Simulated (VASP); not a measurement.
# ZnS (I-4m2) in VASP: notebook

The runs below take ZnS through single point, with PBE.

Program: VASP 6.6.1. These are calculated values, not measurements. Logs are shortened: lines on timing, memory, paths and dates and some standing lists are left out, and cuts for length are marked.

### Step 1. The cell of the first run

It takes space group I-4m2 (No. 119, tetragonal). Conventional cell: a = 3.882 Å, b = 3.882 Å, c = 5.409 Å, α = 90.00°, β = 90.00°, γ = 90.00°. Zn (site symmetry -4m2) has 4 S at 2.37 Å within 3.1 Å. S (site symmetry -4m2) has 4 Zn at 2.37 Å within 3.1 Å.

### Step 2. Single point, PBE (strain +0.015 along x and y, +0.000 along z)

The input, INCAR:

```
SYSTEM = ZnS
ALGO = Normal ; EDIFF = 1E-6
ENCUT = 520 ; GGA = PE
ISIF = 2 ; ISMEAR = 0
LASPH = .True. ; LCHARG = .True.
LELF = .True. ; LREAL = .False.
LVHAR = .True. ; LWAVE = .False.
NBANDS = 16 ; NELM = 100
PREC = Accurate ; SIGMA = 0.05
```

The input, KPOINTS:

```
k-points
0
Gamma
  10 10 10
  0 0 0
```

The input, POSCAR:

```
ZnS
1.0
    0.0000000000      2.7452197500      2.7046500000
    2.7452197500      0.0000000000      2.7046500000
    2.7452197500      2.7452197500      0.0000000000
Zn S
1 1
Direct
    0.0000000000      0.0000000000      0.0000000000
    0.7500000000      0.7500000000      0.7500000000
```

Potentials or basis: VASP PAW PBE potentials, release 64 (Zn, S).

Run with:

```console
$ cat potpaw_PBE.64/Zn/POTCAR potpaw_PBE.64/S/POTCAR > POTCAR
$ mpirun -np 1 vasp_std > vasp.out
```

OUTCAR:

```text
SYSTEM = ZnS
   EDIFF = 1E-6
   ENCUT = 520
   GGA = PE
   ISIF = 2
   ISMEAR = 0
   LASPH = .True.
   LREAL = .False.
   NELM = 100
   PREC = Accurate

 ion  position               nearest neighbor table
   1  0.000  0.000  0.000-   2 2.37   2 2.37   2 2.37   2 2.37
   2  0.750  0.750  0.750-   1 2.37   1 2.37   1 2.37   1 2.37

  LATTYP: Found a body centered tetragonal cell.
 ALAT       =     3.8823270021
 C/A-ratio  =     1.3933138546

  Lattice vectors:

 A1 = (   0.0000000000,  -2.7452197500,  -2.7046500000)
 A2 = (   0.0000000000,   2.7452197500,  -2.7046500000)
 A3 = (   2.7452197500,   0.0000000000,   2.7046500000)

Analysis of symmetry for initial positions (statically):
=====================================================================
 Subroutine PRICEL returns:
 Original cell was already a primitive cell.

 Routine SETGRP: Setting up the symmetry group for a
 body centered tetragonal supercell.

 Subroutine GETGRP returns: Found  8 space group operations
 (whereof  8 operations were pure point group operations)
 out of a pool of 16 trial point group operations.

The static configuration has the point symmetry D_2d.

Analysis of symmetry for dynamics (positions and initial velocities):
=====================================================================
 Subroutine PRICEL returns:
 Original cell was already a primitive cell.

 Routine SETGRP: Setting up the symmetry group for a
 body centered tetragonal supercell.

 Subroutine GETGRP returns: Found  8 space group operations
 (whereof  8 operations were pure point group operations)
 out of a pool of 16 trial point group operations.

The dynamic configuration has the point symmetry D_2d.

 Subroutine INISYM returns: Found  8 space group operations
 (whereof  8 operations are pure point group operations),
 and found     1 'primitive' translations

----------------------------------------------------------------------------------------

                                     Primitive cell

  volume of cell :      40.7657

  direct lattice vectors                    reciprocal lattice vectors
     0.000000000  2.745219750  2.704650000    -0.182134782  0.182134782  0.184866803
     2.745219750  0.000000000  2.704650000     0.182134782 -0.182134782  0.184866803
     2.745219750  2.745219750  0.000000000     0.182134782  0.182134782 -0.184866803

  length of vectors
     3.853746631  3.853746631  3.882327002     0.317051877  0.317051877  0.317051877

  position of ions in fractional coordinates (direct lattice)
     0.000000000  0.000000000  0.000000000
     0.750000000  0.750000000  0.750000000

  ion indices of the primitive-cell ions
   primitive index   ion index
                 1           1
                 2           2

----------------------------------------------------------------------------------------

 KPOINTS: k-points

Automatic generation of k-mesh.
 Grid dimensions read from file:
 generate k-points for:   10   10   10

 Generating k-lattice:

  Cartesian coordinates                     Fractional coordinates (reciprocal lattice)
    -0.018213478  0.018213478  0.018486680     0.100000000 -0.000000000  0.000000000
     0.018213478 -0.018213478  0.018486680    -0.000000000  0.100000000  0.000000000
     0.018213478  0.018213478 -0.018486680     0.000000000  0.000000000  0.100000000

  Length of vectors
     0.031705188  0.031705188  0.031705188

  Shift w.r.t. Gamma in fractional coordinates (k-lattice)
     0.000000000  0.000000000  0.000000000

 Subroutine IBZKPT returns following result:
 ===========================================

 Found    102 irreducible k-points:

 Following reciprocal coordinates:
            Coordinates               Weight
  0.000000  0.000000  0.000000      1.000000
  0.100000  0.000000  0.000000      8.000000
  0.200000  0.000000  0.000000      8.000000
  0.300000  0.000000  0.000000      8.000000
  0.400000  0.000000  0.000000      8.000000
  0.500000  0.000000  0.000000      4.000000
[... 16 lines left out ...]
  0.300000  0.300000  0.000000      2.000000
  0.400000  0.300000  0.000000      8.000000
 [... further k-points ...]
   k-points           NKPTS =    102   k-points in BZ     NKDIM =    102   number of bands    NBANDS=     16
   number of dos      NEDOS =    301   number of ions     NIONS =      2
   total plane-waves  NPLWV =  27000
   dimension x,y,z NGX =    30 NGY =   30 NGZ =   30
   dimension x,y,z NGXF=    60 NGYF=   60 NGZF=   60
   ions per type =               1   1
   NGX,Y,Z   is equivalent  to a cutoff of  12.94, 12.94, 12.85 a.u.
   NGXF,Y,Z  is equivalent  to a cutoff of  25.88, 25.88, 25.69 a.u.
 SYSTEM =  ZnS
   PREC   = accura    normal or accurate (medium, high low for compatibility)
   ISTART =      0    job   : 0-new  1-cont  2-samecut
   ICHARG =      2    charge: 1-file 2-atom 10-const
   ISPIN  =      1    spin polarized calculation?
   LNONCOLLINEAR =      F non collinear calculations
   LSORBIT =      F    spin-orbit coupling
   LASPH  =      T    aspherical Exc in radial PAW
   ENCUT  =  520.0 eV  38.22 Ry    6.18 a.u.   7.17  7.17  7.22*2*pi/ulx,y,z
   NELM   =    100;   NELMIN=  2; NELMDL= -5     # of ELM steps
   EDIFF  = 0.1E-05   stopping-criterion for ELM
   LREAL  =      F    real-space projection
   EDIFFG = 0.1E-04   stopping-criterion for IOM
   NSW    =      0    number of steps for IOM
   IBRION =     -1    ionic relax: 0-MD 1-quasi-New 2-CG
   NFREE  =      0    steps in history (QN), initial steepest desc. (CG)
   ISIF   =      2    stress and relaxation
   ISYM   =      2    0-nonsym 1-usesym 2-fastsym
   POTIM  = 0.5000    time-step for ionic-motion
   TEBEG  =    0.0;   TEEND  =   0.0 temperature during run
   PSTRESS=    0.0 pullay stress
   NELECT =      18.0000    total number of electrons
   NUPDOWN=      -1.0000    fix difference up-down
   EMIN   =  10.00;   EMAX   =-10.00  energy-range for DOS
   EFERMI =   0.00;   METHOD = LEGACY
   ISMEAR =     0;   SIGMA  =   0.05  broadening in eV -4-tet -1-fermi 0-gaus
   EFERMI_NEDOS =   21; number of points for ismear=-14 and -15
   IALGO  =     38    algorithm
   IMIX   =      4    mixing-type and parameters
     AMIX     =   0.40;   BMIX     =  1.00
     AMIX_MAG =   1.60;   BMIX_MAG =  1.00
  volume/ion in A,a.u.               =      20.38       137.55
  Fermi-wavevector in a.u.,A,eV,Ry     =   1.246619  2.355769 21.144271  1.554060
  Thomas-Fermi vector in A             =   2.380789
   LORBIT       =      0    0 simple, 1 ext, 2 COOP (PROOUT), +10 PAW based schemes
   GGA     = PE    functional components
   LHFCALC =     F    Hartree Fock is set to
   AEXX    =    0.0000 exact exchange contribution
   IVDW    =     0    specifies the selected vdW correction
   LEPSILON=     F    determine dielectric tensor
   LRPA    =     F    only Hartree local field effects (RPA)
 non-spin polarized calculation
 Gauss-broadening in eV      SIGMA  =   0.05
  energy-cutoff  :      520.00
  volume of cell :       40.77
 maximum number of plane-waves:      1112
 NGX is ok and might be reduce to    30
   NGX = 15   NGY = 15   NGZ = 15

 number of electron      18.0000005 magnetization

 Free energy of the ion-electron system (eV)
  ---------------------------------------------------
  ext. energy  EPLUGINS =         0.00000000
  ---------------------------------------------------
  free energy    TOTEN  =        -6.85129790 eV

  energy without entropy =       -6.85129790  energy(sigma->0) =       -6.85129790

 E-fermi :   2.0548     XC(G=0):  -9.4774

 val. band max:        1.8401663020   @ k =   0.0000   0.0000   0.0000
 cond. band min:       3.7783886540   @ k =   0.0000   0.0000   0.0000
 fundamental gap:      1.9382223520
 Fermi energy:         2.0548390288

 k-point     1 :       0.0000    0.0000    0.0000
  band No.  band energies     occupation
      1     -11.1097      2.00000
      2      -4.4100      2.00000
      3      -4.4100      2.00000
      4      -4.4017      2.00000
      5      -3.9492      2.00000
      6      -3.9458      2.00000
[... 8 lines left out ...]
     15      13.4805      0.00000
     16      13.6610      0.00000

 k-point     2 :       0.1000    0.0000    0.0000
  band No.  band energies     occupation
      1     -11.0383      2.00000
      2      -4.4066      2.00000
      3      -4.3973      2.00000
      4      -4.3905      2.00000
      5      -3.9500      2.00000
      6      -3.9471      2.00000
[... 8 lines left out ...]
     15      13.1926      0.00000
     16      14.0839      0.00000

 k-point     3 :       0.2000    0.0000    0.0000
  band No.  band energies     occupation
      1     -10.8420      2.00000
      2      -4.3841      2.00000
      3      -4.3662      2.00000
      4      -4.3585      2.00000
      5      -3.9490      2.00000
      6      -3.9479      2.00000
[... 8 lines left out ...]
     15      12.7454      0.00000
     16      14.2335      0.00000

 k-point     4 :       0.3000    0.0000    0.0000
  band No.  band energies     occupation
      1     -10.5765      2.00000
      2      -4.3331      2.00000
      3      -4.3249      2.00000
      4      -4.2910      2.00000
      5      -3.9417      2.00000
      6      -3.9400      2.00000
[... 8 lines left out ...]
     15      13.0400      0.00000
     16      13.6906      0.00000

 k-point     5 :       0.4000    0.0000    0.0000
  band No.  band energies     occupation
      1     -10.3388      2.00000
      2      -4.3120      2.00000
      3      -4.3016      2.00000
      4      -4.0595      2.00000
      5      -3.9289      2.00000
      6      -3.9248      2.00000
[... 8 lines left out ...]
     15      14.1269      0.00000
     16      14.1780      0.00000

 k-point     6 :       0.5000    0.0000    0.0000
  band No.  band energies     occupation
      1     -10.2414      2.00000
      2      -4.3056      2.00000
      3      -4.2945      2.00000
      4      -3.9229      2.00000
      5      -3.9168      2.00000
      6      -3.7560      2.00000
[... 8 lines left out ...]
     15      15.0695      0.00000
     16      15.1870      0.00000

 k-point     7 :       0.1000    0.1000    0.0000
  band No.  band energies     occupation
      1     -11.0129      2.00000
      2      -4.4126      2.00000
      3      -4.3867      2.00000
      4      -4.3867      2.00000
      5      -3.9554      2.00000
      6      -3.9423      2.00000
[... 8 lines left out ...]
     15      13.5433      0.00000
     16      14.3858      0.00000

 k-point     8 :       0.2000    0.1000    0.0000
  band No.  band energies     occupation
      1     -10.8567      2.00000
      2      -4.4105      2.00000
      3      -4.3552      2.00000
      4      -4.3545      2.00000
      5      -3.9627      2.00000
      6      -3.9356      2.00000
[... 8 lines left out ...]
     15      13.4459      0.00000
     16      15.1138      0.00000

 k-point     9 :       0.3000    0.1000    0.0000
  band No.  band energies     occupation
      1     -10.6122      2.00000
      2      -4.3662      2.00000
      3      -4.3191      2.00000
      4      -4.3026      2.00000
      5      -3.9589      2.00000
      6      -3.9265      2.00000
[... 8 lines left out ...]
     15      13.6794      0.00000
     16      14.6303      0.00000
[... 172 lines left out ...]
 k-point    19 :       0.5000    0.2000    0.0000
  band No.  band energies     occupation
      1     -10.1446      2.00000
      2      -4.3031      2.00000
      3      -4.2342      2.00000
      4      -4.0612      2.00000
      5      -3.9099      2.00000
      6      -3.7836      2.00000
[... 8 lines left out ...]
     15      15.2192      0.00000
     16      16.2736      0.00000

 k-point    20 :      -0.4000    0.2000    0.0000
  band No.  band energies     occupation
      1     -10.1262      2.00000
      2      -4.2888      2.00000
      3      -4.2427      2.00000
      4      -3.9879      2.00000
      5      -3.9305      2.00000
      6      -3.7454      2.00000
[... 8 lines left out ...]
     15      13.7694      0.00000
     16      16.2043      0.00000

 k-point    21 :      -0.3000    0.2000    0.0000
  band No.  band energies     occupation
      1     -10.2645      2.00000
      2      -4.2866      2.00000
      3      -4.2697      2.00000
      4      -4.1038      2.00000
      5      -3.9550      2.00000
      6      -3.8962      2.00000
[... 8 lines left out ...]
     15      14.7327      0.00000
     16      16.0662      0.00000

 k-point    22 :      -0.2000    0.2000    0.0000
  band No.  band energies     occupation
      1     -10.4897      2.00000
      2      -4.3102      2.00000
      3      -4.3003      2.00000
      4      -4.2792      2.00000
      5      -3.9663      2.00000
      6      -3.9172      2.00000
[... 8 lines left out ...]
     15      14.4965      0.00000
     16      16.2068      0.00000

 k-point    23 :       0.3000    0.3000    0.0000
  band No.  band energies     occupation
      1     -10.3870      2.00000
      2      -4.4339      2.00000
      3      -4.2241      2.00000
      4      -4.2241      2.00000
      5      -3.9675      2.00000
      6      -3.9016      2.00000
[... 8 lines left out ...]
     15      14.5137      0.00000
     16      18.1969      0.00000

 k-point    24 :       0.4000    0.3000    0.0000
  band No.  band energies     occupation
      1     -10.1981      2.00000
      2      -4.3994      2.00000
      3      -4.1827      2.00000
      4      -4.1726      2.00000
      5      -3.9120      2.00000
      6      -3.8939      2.00000
[... 8 lines left out ...]
     15      15.0772      0.00000
     16      17.4609      0.00000

 [... further k-points ...]
[... 5 lines left out ...]
  --------------------------------------------------------------------------------------
  -------------------------------------------------------------------------------------
  Total       -0.2015544     -0.2015544     -0.0504422      0.0000000      0.0000000      0.0000000
  in kB       -7.9215036     -7.9215036     -1.9824835      0.0000000      0.0000000      0.0000000
  external PRESSURE =      -5.9418302 kB  Pullay stress =       0.0000000 kB

 VOLUME and BASIS-vectors are now :
 -----------------------------------------------------------------------------
  energy-cutoff  :      520.00
  volume of cell :       40.77
      direct lattice vectors                 reciprocal lattice vectors
     0.000000000  2.745219750  2.704650000    -0.182134782  0.182134782  0.184866803
     2.745219750  0.000000000  2.704650000     0.182134782 -0.182134782  0.184866803
     2.745219750  2.745219750  0.000000000     0.182134782  0.182134782 -0.184866803

 POSITION                                       TOTAL-FORCE (eV/Angst)
 -----------------------------------------------------------------------------------
      0.00000      0.00000      0.00000        -0.000000     -0.000000      0.000000
      4.11783      4.11783      4.05697         0.000000      0.000000      0.000000
 -----------------------------------------------------------------------------------
    total drift:                                0.000000      0.000000     -0.000000

  FREE ENERGIE OF THE ION-ELECTRON SYSTEM (eV)
  ---------------------------------------------------
  free  energy   TOTEN  =        -6.8512978951 eV

  energy  without entropy=       -6.8512978951  energy(sigma->0) =       -6.85129790
```

Wall time 31 s (1 thread of Intel Xeon 6975P-C (Granite Rapids), shared host); peak memory 0.21 GiB.

What came out:

| Item | Value |
| --- | --- |
| Free energy | -6.8513 eV |
| Pressure | -0.6 GPa |
| Band gap on the k mesh | 1.94 eV, direct |

Caveat: the cell differs from its parent crystal (strain +0.015 along x and y, +0.000 along z).

(Part 1 of 2 ends here.)
